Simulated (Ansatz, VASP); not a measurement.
**One calculation of BN, two programs**

POSCAR

```
BN
1.0
    2.4982400000      0.0000000000      0.0000000000
   -1.2491200000      2.1635393048      0.0000000000
    0.0000000000      0.0000000000      6.6357000000
N B
2 2
Direct
    0.6666666667      0.3333333333      0.2500000000
    0.3333333333      0.6666666667      0.7500000000
    0.6666666667      0.3333333333      0.7500000000
    0.3333333333      0.6666666667      0.2500000000
```

File INCAR.step1:

```
ALGO = Normal ; EDIFF = 1E-5
ENCUT = 520 ; GGA = PE
ISIF = 2 ; ISMEAR = -1
LASPH = T ; LREAL = F
LWAVE = T ; NBANDS = 16
NELM = 100 ; PREC = Accurate
SIGMA = 0.05
```

File INCAR.step2:

```
AEXX = 0.25 ; ALGO = Normal
EDIFF = 1E-6 ; ENCUT = 520
GGA = PE ; HFSCREEN = 0.3
ISIF = 2 ; ISMEAR = -1
ISTART = 1 ; LASPH = T
LCHARG = T ; LELF = T
LHFCALC = T ; LREAL = F
LVHAR = T ; LWAVE = F
NBANDS = 16 ; NELM = 100
PREC = Accurate ; PRECFOCK = Normal
SIGMA = 0.05
```

The input KPOINTS:

```
k-points
0
Gamma
  7 7 3
```

Contents of input.yaml:

```yaml
crystal:
  lattice:
    - [2.49824, 0.0, 0.0]
    - [-1.24912, 2.1635393048, 0.0]
    - [0.0, 0.0, 6.6357]
  atoms:
    - { symbol: "N", position: [0.6666666667, 0.3333333333, 0.25] }
    - { symbol: "N", position: [0.3333333333, 0.6666666667, 0.75] }
    - { symbol: B, position: [0.6666666667, 0.3333333333, 0.75] }
    - { symbol: B, position: [0.3333333333, 0.6666666667, 0.25] }
hamiltonian:
  xc: { exchange: pbe, correlation: pbe, exx: { coeff: 0.25, omega: 0.3 } }
  pseudopotentials: { kind: paw }
kpoints:
  mp_grid: { grid: [7, 7, 3] }
  band_path:
    path:
      - [[0.0, 0.0, 0.0], [0.5, 0.0, 0.0], [0.3333333333, 0.3333333333, 0.0], [0.0, 0.0, 0.0], [0.0, 0.0, 0.5], [0.5, 0.0, 0.5], [0.3333333333, 0.3333333333, 0.5], [0.0, 0.0, 0.5]]
      - [[0.5, 0.0, 0.5], [0.5, 0.0, 0.0]]
      - [[0.3333333333, 0.3333333333, 0.0], [0.3333333333, 0.3333333333, 0.5]]
    npoints: 4
scf:
  occupations: { method: fermi_dirac, width: 0.05 }
  n_extra_bands: 10
output:
  forces: true
  stress: true
  eigenvalues: true
  fatbands: false
  write_density: true
  write_potential: true
  elf: true
  volumetric_format: npy
```

Alike in both runs: functional PBE-based screened hybrid; k mesh 7 × 7 × 3; occupations fermi-dirac, width 0.05 eV; no spin polarisation.

|  | VASP | Ansatz |
| --- | --- | --- |
| version | VASP 6.6.1 | Ansatz 0.2.0 |
| potentials or method | VASP PAW PBE potentials, release 64 (N, B) | Ansatz PAW |
| plane-wave cutoff (eV) | 520 | 420 |
| valence electrons in the cell | 16 | 16 |
| task | single point | band structure |

```csv
,VASP,Ansatz,Ansatz less VASP
gap on the k mesh at the Fermi level (eV),5.60,5.61,+0.009
least direct gap on the mesh (eV),5.83,5.84,+0.009
pressure (GPa),0.4,0.2,-0.21
"traceless stress, the component that is largest in VASP (GPa)",1.90,2.31,+0.406
```

VASP's potentials were made for PBE, not for PBE-based screened hybrid.

Noted on Ansatz's run: the k mesh misses the band edges, so the gap on the mesh is wider than the one along the path.
